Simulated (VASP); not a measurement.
Runs of VASP 6.6.1 on Mg2H3. The structure is that of space group P6/mmm (No. 191), or close to it. The cells are those of the table. 

```csv
task,cell,k mesh,cutoff (eV),gap on the mesh (eV),pressure (GPa),relaxed volume (Å³/atom),largest force (eV/Å)
relaxation of cell and atoms,"relaxed from a = 3.298, b = 3.298, c = 5.363 Å, angles 90.0, 90.0, 120.0°, 5 atoms",6 × 6 × 4,600,none,0.1,(a),-
single point,"a = 3.253, b = 3.253, c = 6.051 Å, angles 90.0, 90.0, 120.0°, 5 atoms",6 × 6 × 4,520,none,-0.1,-,0.01
single point,"a = 3.320, b = 3.320, c = 5.921 Å, angles 90.0, 90.0, 120.0°, 5 atoms",15 × 15 × 6,520,none,-0.2,-,0.01
single point,"a = 3.298, b = 3.298, c = 5.363 Å, angles 90.0, 90.0, 120.0°, 5 atoms",6 × 6 × 4,520,none,16.9,-,3.75
relaxation of cell and atoms,"relaxed from a = 3.253, b = 3.253, c = 6.051 Å, angles 90.0, 90.0, 120.0°, 5 atoms",15 × 15 × 6,600,none,0.0,(b),-
```

Alike in all rows: level PBE; potentials or basis VASP PAW PBE potentials, release 64 (Mg, H); no spin polarisation; smearing gaussian 0.1 eV.

**Question.** Fill in the values left out.

**Answer.** (a) 11.05; (b) 11.26.

Caveats: some runs use coarse meshes; forces of over 1 eV/Å act on the atoms, so gaps and moduli don't describe the material at rest (some runs).

A gap of «none» marks levels without a gap at the run's occupations.
